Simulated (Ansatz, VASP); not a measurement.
## Cu: VASP beside Ansatz

```
Cu
1.0
     0.00000    0.00000   -4.19353
    -3.85202   -2.22396    0.00000
     0.00000    4.44792    0.00000
Cu
6
Direct
  0.75000 0.66667 0.66667
  0.75000 0.00000 0.33333
  0.75000 0.33333 0.00000
  0.25000 0.33333 0.33333
  0.25000 0.66667 0.00000
  0.25000 0.00000 0.66667
```

Alike in both runs: task relaxation of cell and atoms; functional PBE; k mesh 8 × 12 × 12; occupations gaussian, width 0.1 eV; no spin polarisation.

```csv
,VASP,Ansatz
version,VASP 6.6.1,Ansatz 0.2.0
potentials or method,"VASP PAW PBE potentials, release 64 (Cu), cutoff 600 eV","scalar-relativistic, plane waves, PAW"
valence electrons in the cell,66,114
```

|  | VASP | Ansatz | Ansatz less VASP |
| --- | --- | --- | --- |
| gap on the k mesh at the Fermi level, each at its own relaxed structure (eV) | none | none | - |
| relaxed volume (Å³/atom) | 12.02 | 11.97 | -0.052 |
| relaxed cell length with the largest relative difference (Å) | 4.444 | 4.437 | -0.0071 |

A gap of «none» marks a metal or a gap that the smearing closes. VASP's potentials hold 66 valence electrons a cell and Ansatz's 114, so a difference there can come from the potentials and not from the codes.
